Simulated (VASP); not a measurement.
# HfB31N32 (a cell with a defect) in VASP: single point with PBEsol

Aim: the single point of HfB31N32 (a cell with a defect) with PBEsol.

Program: VASP 6.6.1. These are calculated values, not measurements. Logs are shortened: lines on timing, memory, paths and dates and some standing lists are left out, and cuts for length are marked.

## Step 1: The cell of the first run

The cell holds a defect, 64 atoms: a = 7.212 Å, b = 7.212 Å, c = 7.212 Å, α = 90.00°, β = 90.00°, γ = 90.00°.

## Step 2: Single point, PBEsol

Input file INCAR:

```
SYSTEM = HfB31N32
  ALGO = Normal
  EDIFF = 1E-6
  ENCUT = 520
  GGA = PS
  GGA_COMPAT = .False.
  ISIF = 2
  ISMEAR = -1
  LASPH = .True.
  LCHARG = .True.
  LELF = .True.
  LREAL = Auto
  LVHAR = .True.
  LWAVE = .False.
  NBANDS = 170
  NELECT = 264.0
  NELM = 120
  PREC = Accurate
  SIGMA = 0.05
```

Input file KPOINTS:

```
Automatic mesh
0
Gamma
  2 2 2
  0.5 0.5 0.5
```

Input file POSCAR:

```
HfB31N32
1.0
    7.2115910000      0.0000000000      0.0000000000
    0.0000000000      7.2115910000      0.0000000000
    0.0000000000      0.0000000000      7.2115910000
B Hf N
31 1 32
Direct
    0.9995280000      0.9996050000      0.9996910000
    0.0022050000      0.9995780000      0.4999710000
    0.0022020000      0.4998850000      0.9996890000
    0.9972970000      0.4996310000      0.4996940000
    0.4987420000      0.9993430000      0.9994550000
    0.4983970000      0.9995510000      0.5001020000
    0.4983940000      0.5000390000      0.9996290000
    0.2495220000      0.2489290000      0.0003200000
    0.2425720000      0.2480370000      0.5024230000
    0.2493790000      0.7502490000      0.9998420000
    0.2425040000      0.7513740000      0.4973720000
    0.7498590000      0.2476670000      0.9982530000
    0.7561680000      0.2365530000      0.4971290000
    0.7497350000      0.7512760000      0.0004670000
    0.7555270000      0.7614700000      0.5035350000
    0.2495270000      0.0002180000      0.2490140000
    0.2493590000      0.9997360000      0.7503270000
    0.2425890000      0.5023460000      0.2481490000
    0.2424820000      0.4972870000      0.7514820000
    0.7498540000      0.9981650000      0.2477530000
    0.7497320000      0.0004020000      0.7513580000
    0.7561090000      0.4971340000      0.2366750000
    0.7555600000      0.5035160000      0.7615820000
    0.0003150000      0.2478130000      0.2478950000
    0.9987800000      0.2491570000      0.7499820000
    0.9988010000      0.7498800000      0.2492610000
    0.0001710000      0.7511190000      0.7512010000
    0.5037530000      0.2396300000      0.2397190000
    0.4952650000      0.2510460000      0.7484280000
    0.4953670000      0.7482320000      0.2512440000
    0.5029480000      0.7586150000      0.7586960000
    0.5365870000      0.4968580000      0.4970880000
    0.1253270000      0.1245870000      0.1246770000
    0.1218370000      0.1217370000      0.6253100000
    0.1218610000      0.6252220000      0.1218460000
    0.1209050000      0.6253960000      0.6254840000
    0.6250930000      0.1181510000      0.1182320000
    0.6238580000      0.1224680000      0.6252790000
    0.6238870000      0.6252110000      0.1225030000
    0.6563070000      0.6599260000      0.6599970000
    0.3753450000      0.3750080000      0.1257120000
    0.3469550000      0.3588910000      0.6423890000
    0.3748620000      0.8777790000      0.1225770000
    0.3746270000      0.8750290000      0.6255190000
    0.8809000000      0.3743100000      0.1176320000
    0.8725820000      0.3752970000      0.6245310000
    0.8748480000      0.8746360000      0.1250430000
    0.8808060000      0.8814310000      0.6257640000
    0.3753290000      0.1256200000      0.3750830000
    0.3748540000      0.1224750000      0.8778810000
    0.3470210000      0.6422620000      0.3590330000
    0.3746180000      0.6254340000      0.8751140000
    0.8809230000      0.1175220000      0.3743900000
    0.8748360000      0.1249600000      0.8747170000
    0.8726060000      0.6244560000      0.3753770000
    0.8808300000      0.6256880000      0.8815150000
    0.1212030000      0.3745650000      0.3746580000
    0.1220340000      0.3745980000      0.8787040000
    0.1220500000      0.8785980000      0.3746920000
    0.1250890000      0.8754060000      0.8755020000
    0.6599380000      0.3374480000      0.3375460000
    0.6240880000      0.3751720000      0.8772360000
    0.6241090000      0.8771840000      0.3752500000
    0.6249630000      0.8806020000      0.8806720000
```

Potentials or basis: VASP PAW PBE potentials, release 64 (B, Hf_pv, N).

Run with:

```console
$ cat potpaw_PBE.64/B/POTCAR potpaw_PBE.64/Hf_pv/POTCAR potpaw_PBE.64/N/POTCAR > POTCAR
$ mpirun -np 1 vasp_std > vasp.out
```

OUTCAR:

```text
SYSTEM = HfB31N32
   EDIFF = 1E-6
   ENCUT = 520
   GGA = PS
   ISIF = 2
   ISMEAR = -1
   LASPH = .True.
   LREAL = Auto
   NELECT = 264.0
   NELM = 120
   PREC = Accurate

 ion  position               nearest neighbor table
   1  1.000  1.000  1.000-  60 1.56  47 1.56  54 1.56  33 1.56
   2  0.002  1.000  0.500-  53 1.52  48 1.52  59 1.52  34 1.53
   3  0.002  0.500  1.000-  45 1.52  56 1.52  58 1.52  35 1.53
   4  0.997  0.500  0.500-  55 1.56  46 1.56  57 1.56  36 1.56
   5  0.499  0.999  0.999-  64 1.52  37 1.52  43 1.53  50 1.53
   6  0.498  1.000  0.500-  63 1.55  38 1.56  44 1.56  49 1.56
   7  0.498  0.500  1.000-  62 1.55  39 1.56  52 1.56  41 1.56
   8  0.250  0.249  0.000-  33 1.55  50 1.56  58 1.56  41 1.57
   9  0.243  0.248  0.502-  42 1.49  34 1.54  57 1.56  49 1.59  32 2.78
  10  0.249  0.750  1.000-  60 1.56  35 1.56  52 1.56  43 1.56
  11  0.243  0.751  0.497-  51 1.48  59 1.54  36 1.56  44 1.60  32 2.80
  12  0.750  0.248  0.998-  54 1.55  62 1.56  37 1.56  45 1.57
  13  0.756  0.237  0.497-  53 1.53  61 1.53  38 1.56  46 1.60  32 2.46
  14  0.750  0.751  0.000-  47 1.55  39 1.56  64 1.56  56 1.57
  15  0.756  0.761  0.504-  40 1.52  48 1.53  63 1.57  55 1.59  32 2.48
  16  0.250  0.000  0.249-  33 1.55  43 1.56  59 1.56  49 1.57
  17  0.249  1.000  0.750-  60 1.56  34 1.56  44 1.56  50 1.56
  18  0.243  0.502  0.248-  51 1.49  35 1.54  57 1.56  41 1.59  32 2.78
  19  0.242  0.497  0.751-  42 1.48  58 1.54  36 1.56  52 1.60  32 2.80
  20  0.750  0.998  0.248-  47 1.55  63 1.56  37 1.56  53 1.57
  21  0.750  0.000  0.751-  54 1.55  38 1.56  64 1.56  48 1.57
  22  0.756  0.497  0.237-  45 1.53  61 1.53  39 1.56  55 1.60  32 2.46
  23  0.756  0.504  0.762-  40 1.52  56 1.53  62 1.57  46 1.60  32 2.48
  24  0.000  0.248  0.248-  33 1.55  57 1.56  45 1.57  53 1.57
  25  0.999  0.249  0.750-  54 1.55  34 1.56  58 1.57  46 1.57
  26  0.999  0.750  0.249-  47 1.55  35 1.56  59 1.57  55 1.57
  27  0.000  0.751  0.751-  36 1.55  60 1.56  56 1.56  48 1.56
  28  0.504  0.240  0.240-  61 1.50  37 1.52  41 1.58  49 1.58  32 2.63
  29  0.495  0.251  0.748-  42 1.53  50 1.58  38 1.58  62 1.59  32 2.55
  30  0.495  0.748  0.251-  51 1.53  43 1.58  39 1.58  63 1.59  32 2.55
  31  0.503  0.759  0.759-  40 1.50  64 1.52  44 1.58  52 1.58  32 2.68
  32  0.537  0.497  0.497-  61 1.85  40 1.87  42 1.99  51 1.99  13 2.46  22 2.46  23 2.48  15 2.48
                            29 2.55  30 2.55  28 2.63  31 2.68  46 2.74  55 2.74   9 2.78  18 2.78
  33  0.125  0.125  0.125-  24 1.55   8 1.55  16 1.55   1 1.56
  34  0.122  0.122  0.625-   2 1.53   9 1.54  17 1.56  25 1.56
  35  0.122  0.625  0.122-   3 1.53  18 1.54  10 1.56  26 1.56
  36  0.121  0.625  0.625-  27 1.55   4 1.56  19 1.56  11 1.56
  37  0.625  0.118  0.118-   5 1.52  28 1.52  12 1.56  20 1.56
  38  0.624  0.122  0.625-   6 1.56  21 1.56  13 1.56  29 1.58
  39  0.624  0.625  0.123-   7 1.56  14 1.56  22 1.56  30 1.58
  40  0.656  0.660  0.660-  31 1.50  23 1.52  15 1.52  32 1.87
  41  0.375  0.375  0.126-   7 1.56   8 1.57  28 1.58  18 1.59
  42  0.347  0.359  0.642-  19 1.48   9 1.49  29 1.53  32 1.99
  43  0.375  0.878  0.123-   5 1.53  16 1.56  10 1.56  30 1.58
  44  0.375  0.875  0.626-   6 1.56  17 1.56  31 1.58  11 1.60
  45  0.881  0.374  0.118-   3 1.52  22 1.53  24 1.57  12 1.57
  46  0.873  0.375  0.625-   4 1.56  25 1.57  23 1.60  13 1.60  32 2.74
  47  0.875  0.875  0.125-  20 1.55  26 1.55  14 1.55   1 1.56
  48  0.881  0.881  0.626-   2 1.52  15 1.53  27 1.56  21 1.57
  49  0.375  0.126  0.375-   6 1.56  16 1.57  28 1.58   9 1.59
  50  0.375  0.122  0.878-   5 1.53   8 1.56  17 1.56  29 1.58
  51  0.347  0.642  0.359-  11 1.48  18 1.49  30 1.53  32 1.99
  52  0.375  0.625  0.875-   7 1.56  10 1.56  31 1.58  19 1.60
  53  0.881  0.118  0.374-   2 1.52  13 1.53  24 1.57  20 1.57
  54  0.875  0.125  0.875-  12 1.55  25 1.55  21 1.55   1 1.56
  55  0.873  0.624  0.375-   4 1.56  26 1.57  15 1.59  22 1.60  32 2.74
  56  0.881  0.626  0.882-   3 1.52  23 1.53  27 1.56  14 1.57
  57  0.121  0.375  0.375-   4 1.56  24 1.56   9 1.56  18 1.56
  58  0.122  0.375  0.879-   3 1.52  19 1.54   8 1.56  25 1.57
  59  0.122  0.879  0.375-   2 1.52  11 1.54  16 1.56  26 1.57
  60  0.125  0.875  0.876-  27 1.56  17 1.56  10 1.56   1 1.56
  61  0.660  0.337  0.338-  28 1.50  13 1.53  22 1.53  32 1.85
  62  0.624  0.375  0.877-   7 1.55  12 1.56  23 1.57  29 1.59
  63  0.624  0.877  0.375-   6 1.55  20 1.56  15 1.57  30 1.59
  64  0.625  0.881  0.881-   5 1.52  31 1.52  21 1.56  14 1.56

  LATTYP: Found a simple cubic cell.
 ALAT       =     7.2115910000

[... 199 lines left out ...]

  Length of vectors
     0.069332828  0.069332828  0.069332828

  Shift w.r.t. Gamma in fractional coordinates (k-lattice)
     0.500000000  0.500000000  0.500000000

 Subroutine IBZKPT returns following result:
 ===========================================

 Found      4 irreducible k-points:

 Following reciprocal coordinates:
            Coordinates               Weight
  0.250000  0.250000  0.250000      2.000000
 -0.250000  0.250000  0.250000      2.000000
 -0.250000 -0.250000  0.250000      2.000000
  0.250000 -0.250000  0.250000      2.000000
   k-points           NKPTS =      4   k-points in BZ     NKDIM =      4   number of bands    NBANDS=    170
   number of dos      NEDOS =    301   number of ions     NIONS =     64
   total plane-waves  NPLWV = 157464
   dimension x,y,z NGX =    54 NGY =   54 NGZ =   54
   dimension x,y,z NGXF=   108 NGYF=  108 NGZF=  108
   ions per type =              31   1  32
   NGX,Y,Z   is equivalent  to a cutoff of  12.45, 12.45, 12.45 a.u.
   NGXF,Y,Z  is equivalent  to a cutoff of  24.90, 24.90, 24.90 a.u.
 SYSTEM =  HfB31N32
   PREC   = accura    normal or accurate (medium, high low for compatibility)
   ISTART =      0    job   : 0-new  1-cont  2-samecut
   ICHARG =      2    charge: 1-file 2-atom 10-const
   ISPIN  =      1    spin polarized calculation?
   LNONCOLLINEAR =      F non collinear calculations
   LSORBIT =      F    spin-orbit coupling
   LASPH  =      T    aspherical Exc in radial PAW
   ENCUT  =  520.0 eV  38.22 Ry    6.18 a.u.  13.41 13.41 13.41*2*pi/ulx,y,z
   NELM   =    120;   NELMIN=  2; NELMDL= -5     # of ELM steps
   EDIFF  = 0.1E-05   stopping-criterion for ELM
   LREAL  =      T    real-space projection
   EDIFFG = 0.1E-04   stopping-criterion for IOM
   NSW    =      0    number of steps for IOM
   IBRION =     -1    ionic relax: 0-MD 1-quasi-New 2-CG
   NFREE  =      0    steps in history (QN), initial steepest desc. (CG)
   ISIF   =      2    stress and relaxation
   ISYM   =      2    0-nonsym 1-usesym 2-fastsym
   POTIM  = 0.5000    time-step for ionic-motion
   TEBEG  =    0.0;   TEEND  =   0.0 temperature during run
   PSTRESS=    0.0 pullay stress
   NELECT =     264.0000    total number of electrons
   NUPDOWN=      -1.0000    fix difference up-down
   EMIN   =  10.00;   EMAX   =-10.00  energy-range for DOS
   EFERMI =   0.00;   METHOD = LEGACY
   ISMEAR =    -1;   SIGMA  =   0.05  broadening in eV -4-tet -1-fermi 0-gaus
   EFERMI_NEDOS =   21; number of points for ismear=-14 and -15
   IALGO  =     38    algorithm
   IMIX   =      4    mixing-type and parameters
     AMIX     =   0.40;   BMIX     =  1.00
     AMIX_MAG =   1.60;   BMIX_MAG =  1.00
  volume/ion in A,a.u.               =       5.86        39.55
  Fermi-wavevector in a.u.,A,eV,Ry     =   1.456281  2.751971 28.854597  2.120753
  Thomas-Fermi vector in A             =   2.573217
   LORBIT       =      0    0 simple, 1 ext, 2 COOP (PROOUT), +10 PAW based schemes
   GGA     = PS    functional components
   LHFCALC =     F    Hartree Fock is set to
   AEXX    =    0.0000 exact exchange contribution
   IVDW    =     0    specifies the selected vdW correction
   LEPSILON=     F    determine dielectric tensor
   LRPA    =     F    only Hartree local field effects (RPA)
 non-spin polarized calculation
  energy-cutoff  :      520.00
  volume of cell :      375.05
 maximum number of plane-waves:     10107
 NGX is ok and might be reduce to    54
   NGX = 27   NGY = 27   NGZ = 27

 number of electron     264.0000043 magnetization

 Free energy of the ion-electron system (eV)
  ---------------------------------------------------
  ext. energy  EPLUGINS =         0.00000000
  ---------------------------------------------------
  free energy    TOTEN  =      -567.65715971 eV

  energy without entropy =     -567.63275257  energy(sigma->0) =     -567.64495614

 E-fermi :  12.4462     XC(G=0): -13.2140

 val. band max:       12.3044379456   @ k =   0.2500  -0.2500   0.2500
 cond. band min:      12.6076026058   @ k =  -0.2500   0.2500   0.2500
 fundamental gap:      0.3031646601
 Fermi energy:        12.4462385617

 k-point     1 :       0.2500    0.2500    0.2500
  band No.  band energies     occupation
      1     -20.6393      2.00000
      2     -20.0923      2.00000
      3     -19.8445      2.00000
      4     -12.4268      2.00000
      5     -11.4613      2.00000
      6     -11.4300      2.00000
[... 577 lines left out ...]
    143      15.6648      0.00000
    144      15.7361      0.00000
 [bands above 144 left out]

------------------------ aborting loop because EDIFF is reached ----------------------------------------

  FORCE on cell =-STRESS in cart. coord.  units (eV):
  Direction    XX          YY          ZZ          XY          YZ          ZX
  --------------------------------------------------------------------------------------
  -------------------------------------------------------------------------------------
  Total       47.6453988     58.4658570     58.4658158     -1.3289816      4.9006936     -1.3700122
  in kB      203.5346172    249.7581325    249.7579564     -5.6772275     20.9350918     -5.8525045
  external PRESSURE =     234.3502354 kB  Pullay stress =       0.0000000 kB

 VOLUME and BASIS-vectors are now :
 -----------------------------------------------------------------------------
  energy-cutoff  :      520.00
  volume of cell :      375.05
      direct lattice vectors                 reciprocal lattice vectors
     7.211591000  0.000000000  0.000000000     0.138665656  0.000000000  0.000000000
     0.000000000  7.211591000  0.000000000     0.000000000  0.138665656  0.000000000
     0.000000000  0.000000000  7.211591000     0.000000000  0.000000000  0.138665656

 POSITION                                       TOTAL-FORCE (eV/Angst)
 -----------------------------------------------------------------------------------
      7.20819      7.20874      7.20936         0.195695      0.046090      0.045276
      0.01590      7.20855      3.60559         0.170270      0.010424     -0.017306
      0.01588      3.60497      7.20935         0.170964     -0.016421      0.011046
      7.19210      3.60313      3.60359         0.162766      0.036041      0.037571
      3.59672      7.20685      7.20766         0.172517      0.037130      0.035971
      3.59424      7.20835      3.60653         0.165416      0.049260      0.019608
[... 56 lines left out ...]
      4.50082      6.32589      2.70615        -0.043436      0.023074      0.029644
      4.50698      6.35054      6.35105        -0.014417      0.102549      0.104251
 -----------------------------------------------------------------------------------
    total drift:                                0.001137     -0.004814     -0.006425

  FREE ENERGIE OF THE ION-ELECTRON SYSTEM (eV)
  ---------------------------------------------------
  free  energy   TOTEN  =      -567.6571597119 eV

  energy  without entropy=     -567.6327525688  energy(sigma->0) =     -567.64495614
```

Run time: 20 min. Hardware: 1 thread of AMD EPYC 7R13, shared host; peak memory 0.47 GiB.

What came out:

- Free energy: -567.6572 eV
- Largest force: 0.603 eV/Å

Forces in eV/Å, atoms in the order of the input:
```
B    0.196  0.046  0.045
B    0.170  0.010 -0.017
B    0.171 -0.016  0.011
B    0.163  0.036  0.038
B    0.173  0.037  0.036
B    0.165  0.049  0.020
B    0.167  0.021  0.048
B   -0.027  0.110 -0.001
B    0.031  0.134  0.122
B   -0.034  0.094  0.025
B   -0.041  0.125  0.043
B   -0.005  0.169  0.006
B    0.063  0.085 -0.065
B   -0.006  0.013  0.094
B    0.031  0.058 -0.069
B   -0.027 -0.001  0.110
B   -0.033  0.026  0.097
B    0.033  0.122  0.136
B   -0.041  0.043  0.125
B   -0.003  0.008  0.169
B   -0.007  0.095  0.011
B    0.068 -0.071  0.085
B    0.030 -0.072  0.058
B    0.116  0.112  0.114
B    0.170  0.083  0.119
B    0.169  0.120  0.082
B    0.175  0.079  0.080
B    0.037  0.169  0.168
B    0.067  0.055  0.131
B    0.062  0.135  0.050
B   -0.095  0.023  0.024
Hf   0.045  0.427  0.423
N   -0.065 -0.080 -0.081
N   -0.043 -0.094 -0.064
N   -0.044 -0.065 -0.095
N   -0.058 -0.050 -0.050
N   -0.016 -0.181 -0.180
N    0.001 -0.174 -0.150
N   -0.002 -0.152 -0.171
N    0.020 -0.065 -0.064
N   -0.081 -0.117 -0.070
N   -0.159 -0.236 -0.159
N   -0.120 -0.137 -0.010
N   -0.044 -0.103 -0.037
N    0.001 -0.073 -0.044
N   -0.112 -0.037 -0.035
N   -0.056 -0.065 -0.066
N   -0.089 -0.048 -0.002
N   -0.079 -0.069 -0.115
N   -0.122 -0.013 -0.136
N   -0.160 -0.163 -0.236
N   -0.043 -0.037 -0.104
N    0.001 -0.043 -0.076
N   -0.055 -0.066 -0.063
N   -0.114 -0.034 -0.038
N   -0.091 -0.002 -0.046
N   -0.112 -0.080 -0.080
N   -0.070 -0.013 -0.077
N   -0.069 -0.077 -0.013
N   -0.031 -0.036 -0.038
N   -0.065 -0.172 -0.176
N   -0.043  0.029  0.024
N   -0.043  0.023  0.030
N   -0.014  0.103  0.104
```

Levels at points of the mesh, in eV from the Fermi level:
| k point | band 128 | band 129 | band 130 | band 131 | band 132 | band 133 | band 134 | band 135 | band 136 | band 137 |
| --- | --- | --- | --- | --- | --- | --- | --- | --- | --- | --- |
| (0.25, 0.25, 0.25) | -5.52 | -5.19 | -5.01 | -4.66 | -0.37 | 0.20 | 0.28 | 0.81 | 0.95 | 1.29 |

Caveat: the cell carries a net charge on a neutralising background, which shifts energy and pressure; the cell is charged against a uniform background, so pressure and absolute levels hang on convention; the PAW data sets were made with another functional, which shifts forces and pressure a little; spin-orbit coupling is left out, which moves the levels of the heavy elements.
